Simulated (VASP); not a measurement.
A run of VASP 6.6.1 is set up as follows.

The input INCAR:

```
  PREC = Accurate
  ENCUT = 520
  EDIFF = 1E-6
  ISMEAR = 0
  SIGMA = 0.1
  LREAL = F
  LASPH = T
  NELM = 100
  ALGO = Fast
  ISIF = 2
  LWAVE = F
  LCHARG = T
  GGA = PE
  IVDW = 12
  LELF = T
  LVHAR = T
  NBANDS = 30
```

KPOINTS

```
Automatic mesh
0
Gamma
  18 18 6
```

The input POSCAR:

```
Cu
1.0
    2.5195292711      0.0000000000      0.0000000000
   -1.2597646355      2.1819763543      0.0000000000
    0.0000000000      0.0000000000      8.2332597592
Cu
4
Direct
    0.0000000000      0.0000000000      0.0000000000
    0.3333333333      0.6666666667      0.2500000000
    0.0000000000      0.0000000000      0.5000000000
    0.6666666667      0.3333333333      0.7500000000
```

Potentials or basis: VASP PAW PBE potentials, release 64 (Cu).

Command:

```sh
$ cat potpaw_PBE.64/Cu/POTCAR > POTCAR
$ mpirun -np 1 vasp_std > vasp.out
```

Estimate the pressure.

0.7 GPa.

Predict the dispersion energy per atom.

-0.610 eV.

Predict the band gap on the k mesh.

zero (bands 22 and 23 overlap by 5.29 eV).
